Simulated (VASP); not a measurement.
# In3B2As (P6/mmm) in VASP: a series of runs

In3B2As is run at these levels: PBE; tasks: single point, relaxation of cell and atoms.

Everything below comes from runs of VASP 6.6.1. Logs are shortened: lines on timing, memory, paths and dates and some standing lists are left out, and cuts for length are marked.

### Step 1. The cell of the first run

The structure is hexagonal, space group P6/mmm (No. 191). The conventional cell has a = 5.070 Å, b = 5.070 Å, c = 5.216 Å, α = 90.00°, β = 90.00°, γ = 120.00°. Within 3.4 Å of In (site symmetry -6m2) lie 2 B at 2.61 Å and 3 As at 2.93 Å and 3 In at 2.93 Å. Within 3.4 Å of In (site symmetry 6/mmm) lie 2 As at 2.61 Å and 6 B at 2.93 Å. B (site symmetry -6m2) has 5 In at 2.61 to 2.93 Å and 3 B at 2.93 Å within 3.4 Å. Within 3.4 Å of As (site symmetry 6/mmm) lie 8 In at 2.61 to 2.93 Å.

### Step 2. Single point, PBE

INCAR reads:

```
SYSTEM = In3B2As
ALGO = Normal ; EDIFF = 1E-6
ENCUT = 520 ; GGA = PE
ISIF = 2 ; ISMEAR = 0
LASPH = .TRUE. ; LCHARG = .FALSE.
LREAL = .FALSE. ; LWAVE = .FALSE.
NBANDS = 34 ; NELM = 100
PREC = Accurate ; SIGMA = 0.1
```

KPOINTS reads:

```
k-points
0
G
  6 6 4
  0 0 0
```

POSCAR reads:

```
In3B2As
1.0
    5.0695031370     -0.0000000032      0.0000000000
   -2.5347515657      4.3903185028      0.0000000000
    0.0000000000      0.0000000000      5.2156511838
In B As
3 2 1
Direct
    0.3333333333      0.6666666667      0.0000000000
    0.6666666667      0.3333333333      0.0000000000
    0.0000000000      0.0000000000      0.5000000000
    0.3333333333      0.6666666667      0.5000000000
    0.6666666667      0.3333333333      0.5000000000
    0.0000000000      0.0000000000      0.0000000000
```

Potentials or basis: VASP PAW PBE potentials, release 64 (In_d, B, As).

Started as:

```sh
cat potpaw_PBE.64/In_d/POTCAR potpaw_PBE.64/B/POTCAR potpaw_PBE.64/As/POTCAR > POTCAR
mpirun -np 1 vasp_std > vasp.out
```

OUTCAR:

```text
SYSTEM = In3B2As
   EDIFF = 1E-6
   ENCUT = 520
   GGA = PE
   ISIF = 2
   ISMEAR = 0
   LASPH = .TRUE.
   LREAL = .FALSE.
   NELM = 100
   PREC = Accurate

 ion  position               nearest neighbor table
   1  0.333  0.667  0.000-   4 2.61   4 2.61   6 2.93   2 2.93   2 2.93   6 2.93   6 2.93   2 2.93
                             3 3.92   3 3.92   3 3.92   3 3.92   3 3.92   3 3.92
   2  0.667  0.333  0.000-   5 2.61   5 2.61   6 2.93   1 2.93   1 2.93   6 2.93   6 2.93   1 2.93
                             3 3.92   3 3.92   3 3.92   3 3.92   3 3.92   3 3.92
   3  0.000  0.000  0.500-   6 2.61   6 2.61   4 2.93   5 2.93   4 2.93   5 2.93   5 2.93   4 2.93
                             2 3.92   2 3.92   1 3.92   1 3.92   2 3.92   1 3.92   2 3.92   1 3.92
   4  0.333  0.667  0.500-   1 2.61   1 2.61   3 2.93   3 2.93   3 2.93
   5  0.667  0.333  0.500-   2 2.61   2 2.61   3 2.93   3 2.93   3 2.93
   6  0.000  0.000  0.000-   3 2.61   3 2.61   1 2.93   2 2.93   1 2.93   2 2.93   2 2.93   1 2.93

  LATTYP: Found a hexagonal cell.
 ALAT       =     5.0695031370
 C/A-ratio  =     1.0288288700

  Lattice vectors:

 A1 = (   5.0695031370,  -0.0000000032,   0.0000000000)
 A2 = (  -2.5347515657,   4.3903185028,   0.0000000000)
 A3 = (   0.0000000000,   0.0000000000,   5.2156511838)

Analysis of symmetry for initial positions (statically):
=====================================================================
 Subroutine PRICEL returns:
 Original cell was already a primitive cell.

 Routine SETGRP: Setting up the symmetry group for a
 hexagonal supercell.

 Subroutine GETGRP returns: Found 24 space group operations
 (whereof 24 operations were pure point group operations)
 out of a pool of 24 trial point group operations.

The static configuration has the point symmetry D_6h.

Analysis of symmetry for dynamics (positions and initial velocities):
=====================================================================
 Subroutine PRICEL returns:
 Original cell was already a primitive cell.

 Routine SETGRP: Setting up the symmetry group for a
 hexagonal supercell.

 Subroutine GETGRP returns: Found 24 space group operations
 (whereof 24 operations were pure point group operations)
 out of a pool of 24 trial point group operations.

The dynamic configuration has the point symmetry D_6h.

 Subroutine INISYM returns: Found 24 space group operations
 (whereof 24 operations are pure point group operations),
 and found     1 'primitive' translations

[... 103 lines left out ...]
   NFREE  =      0    steps in history (QN), initial steepest desc. (CG)
   ISIF   =      2    stress and relaxation
   ISYM   =      2    0-nonsym 1-usesym 2-fastsym
   POTIM  = 0.5000    time-step for ionic-motion
   TEBEG  =    0.0;   TEEND  =   0.0 temperature during run
   PSTRESS=    0.0 pullay stress
   NELECT =      50.0000    total number of electrons
   NUPDOWN=      -1.0000    fix difference up-down
   EMIN   =  10.00;   EMAX   =-10.00  energy-range for DOS
   EFERMI =   0.00;   METHOD = LEGACY
   ISMEAR =     0;   SIGMA  =   0.10  broadening in eV -4-tet -1-fermi 0-gaus
   EFERMI_NEDOS =   21; number of points for ismear=-14 and -15
   IALGO  =     38    algorithm
   IMIX   =      4    mixing-type and parameters
     AMIX     =   0.40;   BMIX     =  1.00
     AMIX_MAG =   1.60;   BMIX_MAG =  1.00
  volume/ion in A,a.u.               =      19.35       130.56
  Fermi-wavevector in a.u.,A,eV,Ry     =   1.236350  2.336363 20.797347  1.528562
  Thomas-Fermi vector in A             =   2.370962
   LORBIT       =      0    0 simple, 1 ext, 2 COOP (PROOUT), +10 PAW based schemes
   GGA     = PE    functional components
   LHFCALC =     F    Hartree Fock is set to
   AEXX    =    0.0000 exact exchange contribution
   IVDW    =     0    specifies the selected vdW correction
   LEPSILON=     F    determine dielectric tensor
   LRPA    =     F    only Hartree local field effects (RPA)
 non-spin polarized calculation
 Gauss-broadening in eV      SIGMA  =   0.10
  energy-cutoff  :      520.00
  volume of cell :      116.08
 maximum number of plane-waves:      3152
 NGX is ok and might be reduce to    40
   NGX = 19   NGY = 19   NGZ = 19

 number of electron      49.9999997 magnetization

 Free energy of the ion-electron system (eV)
  ---------------------------------------------------
  ext. energy  EPLUGINS =         0.00000000
  ---------------------------------------------------
  free energy    TOTEN  =       -19.19914953 eV

  energy without entropy =      -19.17236566  energy(sigma->0) =      -19.18575760

 E-fermi :   6.4540     XC(G=0): -10.4712

 val. band max:        6.4163549129   @ k =   0.1667   0.1667   0.2500
 cond. band min:       6.4623524147   @ k =   0.0000   0.0000   0.5000
 fundamental gap:      0.0459975019
 Fermi energy:         6.4539749648

 k-point     1 :       0.0000    0.0000    0.0000
  band No.  band energies     occupation
      1      -8.3910      2.00000
      2      -8.1956      2.00000
      3      -8.1956      2.00000
      4      -8.0494      2.00000
      5      -8.0494      2.00000
      6      -8.0134      2.00000
[... 766 lines left out ...]
     33      11.4346      0.00000
     34      11.4346      0.00000

------------------------ aborting loop because EDIFF is reached ----------------------------------------

  FORCE on cell =-STRESS in cart. coord.  units (eV):
  Direction    XX          YY          ZZ          XY          YZ          ZX
  --------------------------------------------------------------------------------------
  -------------------------------------------------------------------------------------
  Total        0.1371523      0.1371523      0.0927849      0.0000000      0.0000000      0.0000000
  in kB        1.8929695      1.8929695      1.2806136      0.0000000      0.0000000      0.0000000
  external PRESSURE =       1.6888509 kB  Pullay stress =       0.0000000 kB

 VOLUME and BASIS-vectors are now :
 -----------------------------------------------------------------------------
  energy-cutoff  :      520.00
  volume of cell :      116.08
      direct lattice vectors                 reciprocal lattice vectors
     5.069503137 -0.000000003  0.000000000     0.197257990  0.113886954  0.000000000
    -2.534751566  4.390318503  0.000000000     0.000000000  0.227773907  0.000000000
     0.000000000  0.000000000  5.215651184     0.000000000  0.000000000  0.191730613

 POSITION                                       TOTAL-FORCE (eV/Angst)
 -----------------------------------------------------------------------------------
      0.00000      2.92688      0.00000        -0.000000      0.000000      0.000000
      2.53475      1.46344      0.00000         0.000000     -0.000000     -0.000000
      0.00000      0.00000      2.60783        -0.000000      0.000000     -0.000000
      0.00000      2.92688      2.60783         0.000000     -0.000000     -0.000000
      2.53475      1.46344      2.60783        -0.000000      0.000000      0.000000
      0.00000      0.00000      0.00000        -0.000000      0.000000     -0.000000
 -----------------------------------------------------------------------------------
    total drift:                                0.000000     -0.000000      0.000000

  FREE ENERGIE OF THE ION-ELECTRON SYSTEM (eV)
  ---------------------------------------------------
  free  energy   TOTEN  =       -19.1991495322 eV

  energy  without entropy=      -19.1723656589  energy(sigma->0) =      -19.18575760
```

stdout:

```text
POSCAR found type information on POSCAR InB As
 POSCAR found :  3 types and       6 ions
 scaLAPACK will be used
 LDA part: xc-table for (Slater+PW92), standard interpolation
 POSCAR, INCAR and KPOINTS ok, starting setup
 FFT: planning ... GRIDC
 FFT: planning ... GRID_SOFT
 FFT: planning ... GRID
 WAVECAR not read
 entering main loop
```

Run time: 51 s. Hardware: 1 thread of AMD EPYC 9R45 (Zen 5), shared host; peak memory 0.25 GiB.

Results:

```
Free energy            : -19.1991 eV
Pressure               : 0.2 GPa
Band gap on the k mesh : zero (band 25 reaches 7.76 eV, above the bottom of band 26 at 5.59 eV)
```

Levels at points of the mesh, in eV from the Fermi level:
```csv
k point,band 21,band 22,band 23,band 24,band 25,band 26,band 27,band 28,band 29,band 30
"(0.00, 0.00, 0.00)",-2.84,-2.84,-1.54,-1.54,-0.70,0.38,0.62,1.30,1.30,1.79
"(0.50, 0.00, 0.00)",-3.60,-3.54,-2.02,-0.77,-0.74,-0.61,1.66,2.52,3.18,3.18
"(0.00, 0.00, 0.50)",-2.27,-2.27,-1.64,-0.31,-0.31,-0.25,-0.25,0.01,0.01,1.96
"(0.50, 0.00, 0.50)",-4.12,-3.83,-2.01,0.94,1.30,2.61,2.80,3.63,4.22,4.31
```

Caveat: spin-orbit coupling is left out, which moves the levels of the heavy elements.

### Step 3. Single point, PBE

This run uses another cell than the first one, of 19.41 Å³/atom, 1.003 times its volume.

INCAR reads:

```
SYSTEM = In3B2As
PREC = Accurate ; ENCUT = 520
EDIFF = 1E-6 ; ISMEAR = 0
SIGMA = 0.1 ; LREAL = .FALSE.
LASPH = .TRUE. ; NELM = 80
ALGO = Normal ; ISIF = 2
LWAVE = .FALSE. ; LCHARG = .FALSE.
GGA = PE ; NBANDS = 34
```

KPOINTS reads:

```
Automatic mesh
0
G
  6 6 4
  0 0 0
```

POSCAR reads:

```
In3B2As
1.0
    4.5336946500      0.0000000000      0.0000000000
   -2.2668473200      3.9262947400      0.0000000000
    0.0000000000      0.0000000000      6.5413238100
In B As
3 2 1
Direct
    0.3333333300      0.6666666700      0.0000000000
    0.6666666700      0.3333333300      0.0000000000
    0.0000000000      0.0000000000      0.5000000000
    0.3333333300      0.6666666700      0.5000000000
    0.6666666700      0.3333333300      0.5000000000
    0.0000000000      0.0000000000      0.0000000000
```

Potentials or basis: VASP PAW PBE potentials, release 64 (In_d, B, As).

Started as:

```sh
cat potpaw_PBE.64/In_d/POTCAR potpaw_PBE.64/B/POTCAR potpaw_PBE.64/As/POTCAR > POTCAR
mpirun -np 1 vasp_std > vasp.out
```

Run time: 52 s. Hardware: 1 thread of AMD EPYC 9R45 (Zen 5), shared host; peak memory 0.26 GiB.

It converged, with:

```
Free energy            : -16.4035 eV
Pressure               : 12.5 GPa
Band gap on the k mesh : zero (band 25 reaches 8.19 eV, above the bottom of band 26 at 6.13 eV)
```

Stress tensor (GPa, compression positive):
```
23.15  0.00  0.00
 0.00 23.15  0.00
 0.00  0.00 -8.79
```

Levels at points of the mesh, in eV from the Fermi level:
```csv
k point,band 22,band 23,band 24,band 25,band 26,band 27,band 28,band 29
"(0.00, 0.00, 0.00)",-2.09,-1.06,-1.06,0.07,0.07,0.20,0.36,0.36
"(0.50, 0.00, 0.00)",-3.04,-2.60,-1.96,-1.71,0.51,3.67,3.76,4.25
"(0.00, 0.00, 0.50)",-2.02,-1.36,-0.57,-0.57,-0.56,-0.56,0.15,0.15
"(0.50, 0.00, 0.50)",-2.77,-2.75,-0.92,0.21,0.59,0.77,3.40,3.87
```

Caveat: spin-orbit coupling is left out, which moves the levels of the heavy elements.

### Step 4. Relaxation of cell and atoms, PBE

This run uses another cell than the first one, of 19.41 Å³/atom, 1.003 times its volume.

INCAR reads:

```
PREC = Accurate ; ENCUT = 600
EDIFF = 1E-7 ; ISMEAR = 0
SIGMA = 0.1 ; LREAL = F
LASPH = T ; NELM = 60
ALGO = Normal ; ISIF = 3
LWAVE = F ; LCHARG = F
GGA = PE ; IBRION = 2
NSW = 90 ; EDIFFG = -0.04
```

KPOINTS reads:

```
Automatic mesh
0
Gamma
  6 6 4
```

POSCAR is that of step 3.

Started as:

```sh
cat potpaw_PBE.64/In_d/POTCAR potpaw_PBE.64/B/POTCAR potpaw_PBE.64/As/POTCAR > POTCAR
mpirun -np 1 vasp_std > vasp.out
```

Wall time 7.5 min (1 thread of AMD EPYC 9R45 (Zen 5), shared host); peak memory 0.28 GiB.

The run converged. Its results:

- Free energy: -19.1961 eV
- Energy gained by relaxing: 465.3 meV/atom
- Ionic steps: 10
- Pressure after relaxing: 0.0 GPa
- Band gap on the k mesh: zero (band 25 reaches 7.72 eV, above the bottom of band 26 at 5.56 eV)

Stress tensor (GPa, compression positive):
```
 0.07  0.00  0.00
 0.00  0.07  0.00
 0.00  0.00 -0.15
```

The path:
| step | energy change (eV) | largest force (eV/Å) | pressure (GPa) | volume (Å³) |
| --- | --- | --- | --- | --- |
| 1 | 0.0000 | 0.0000 | 12.56 | 116.44 |
| 2 | -1.5790 | 0.0000 | -6.04 | 142.51 |
| 3 | -1.6117 | 0.0000 | -4.11 | 137.04 |
| 4 | -2.1738 | 0.0000 | -3.95 | 128.69 |
| 5 | -2.7610 | 0.0000 | -1.11 | 118.05 |
| 6 | -2.7414 | 0.0000 | 2.66 | 112.78 |
| 7 | -2.7906 | 0.0000 | 0.27 | 115.82 |
| 8 | -2.7901 | 0.0000 | 0.57 | 115.38 |
| 9 | -2.7917 | 0.0000 | -0.21 | 116.84 |
| 10 | -2.7920 | 0.0000 | 0.00 | 116.44 |

Final structure:
```
CELL_PARAMETERS angstrom
5.07309 0.00000 0.00000
-2.53655 4.39342 0.00000
0.00000 0.00000 5.22415
ATOMIC_POSITIONS crystal
In 0.33333 0.66667 0.00000
In 0.66667 0.33333 0.00000
In 0.00000 0.00000 0.50000
B 0.33333 0.66667 0.50000
B 0.66667 0.33333 0.50000
As 0.00000 0.00000 0.00000
```

Levels at points of the mesh, in eV from the Fermi level:
| k point | band 21 | band 22 | band 23 | band 24 | band 25 | band 26 | band 27 | band 28 | band 29 | band 30 |
| --- | --- | --- | --- | --- | --- | --- | --- | --- | --- | --- |
| (0.00, 0.00, 0.00) | -2.83 | -2.83 | -1.53 | -1.53 | -0.70 | 0.38 | 0.60 | 1.29 | 1.29 | 1.78 |
| (0.50, 0.00, 0.00) | -3.60 | -3.53 | -2.01 | -0.77 | -0.76 | -0.61 | 1.66 | 2.51 | 3.17 | 3.18 |
| (0.00, 0.00, 0.50) | -2.27 | -2.27 | -1.64 | -0.31 | -0.31 | -0.24 | -0.24 | 0.01 | 0.01 | 1.94 |
| (0.50, 0.00, 0.50) | -4.12 | -3.82 | -2.00 | 0.94 | 1.29 | 2.60 | 2.79 | 3.62 | 4.20 | 4.29 |

Caveat: spin-orbit coupling is left out, which moves the levels of the heavy elements.

### Step 5. Single point, PBE

This run uses another cell than the first one, of 19.44 Å³/atom, 1.005 times its volume.

INCAR reads:

```
  PREC = Accurate
  ENCUT = 520
  EDIFF = 1E-6
  ISMEAR = 0
  SIGMA = 0.1
  LREAL = False
  LASPH = True
  NELM = 60
  ALGO = Normal
  ISIF = 2
  LWAVE = False
  LCHARG = False
  GGA = PE
  NBANDS = 34
```

KPOINTS reads:

```
regular mesh
0
Gamma
  12 12 8
```

POSCAR reads:

```
In3B2As
1.0
    5.1156394506      0.0000000000      0.0000000000
   -2.5578197253      4.4302737208      0.0000000000
    0.0000000000      0.0000000000      5.1453420536
In B As
3 2 1
Direct
    0.3333333333      0.6666666667      0.0000000000
    0.6666666667      0.3333333333      0.0000000000
    0.0000000000      0.0000000000      0.5000000000
    0.3333333333      0.6666666667      0.5000000000
    0.6666666667      0.3333333333      0.5000000000
    0.0000000000      0.0000000000      0.0000000000
```

Started as:

```sh
cat potpaw_PBE.64/In_d/POTCAR potpaw_PBE.64/B/POTCAR potpaw_PBE.64/As/POTCAR > POTCAR
mpirun -np 1 vasp_std > vasp.out
```

It took 3.5 min on 1 thread of AMD EPYC 9R45 (Zen 5), shared host; peak memory 0.44 GiB.

The run converged. Its results:

```yaml
Free_energy: -19.2572 eV
Pressure: 0.0 GPa
Band_gap_on_the_k_mesh: zero (band 25 reaches 7.74 eV, above the bottom of band 26 at 5.42 eV)
```

Levels at points of the mesh, in eV from the Fermi level:
| k point | band 21 | band 22 | band 23 | band 24 | band 25 | band 26 | band 27 | band 28 | band 29 | band 30 |
| --- | --- | --- | --- | --- | --- | --- | --- | --- | --- | --- |
| (0.00, 0.00, 0.00) | -2.94 | -2.94 | -1.64 | -1.64 | -0.90 | 0.19 | 0.55 | 1.30 | 1.30 | 1.86 |
| (0.50, 0.00, 0.00) | -3.67 | -3.57 | -2.07 | -0.75 | -0.72 | -0.70 | 1.42 | 2.30 | 2.98 | 3.00 |
| (0.00, 0.00, 0.50) | -2.31 | -2.31 | -1.85 | -0.38 | -0.38 | -0.27 | -0.27 | -0.09 | -0.09 | 2.17 |
| (0.50, 0.00, 0.50) | -4.31 | -3.80 | -2.04 | 0.83 | 1.28 | 2.42 | 2.75 | 3.47 | 4.17 | 4.27 |

Caveat: spin-orbit coupling is left out, which moves the levels of the heavy elements.

### Step 6. Summary

| task | cell | k mesh | cutoff (eV) | gap on the mesh (eV) | pressure (GPa) |
| --- | --- | --- | --- | --- | --- |
| single point | a = 5.070, b = 5.070, c = 5.216 Å, angles 90.0, 90.0, 120.0°, 6 atoms | 6 × 6 × 4 | 520 | none | 0.2 |
| single point | a = 4.534, b = 4.534, c = 6.541 Å, angles 90.0, 90.0, 120.0°, 6 atoms | 6 × 6 × 4 | 520 | none | 12.5 |
| relaxation of cell and atoms | relaxed from a = 4.534, b = 4.534, c = 6.541 Å, angles 90.0, 90.0, 120.0°, 6 atoms | 6 × 6 × 4 | 600 | none | 0.0 |
| single point | a = 5.116, b = 5.116, c = 5.145 Å, angles 90.0, 90.0, 120.0°, 6 atoms | 12 × 12 × 8 | 520 | none | 0.0 |

Alike in all rows: level PBE; potentials or basis VASP PAW PBE potentials, release 64 (In_d, B, As); no spin polarisation; smearing gaussian 0.1 eV.

Caveats: spin-orbit coupling is left out, which moves the levels of the heavy elements.

Total energies depend on the potentials used, so only differences within one code and one set of settings carry meaning.
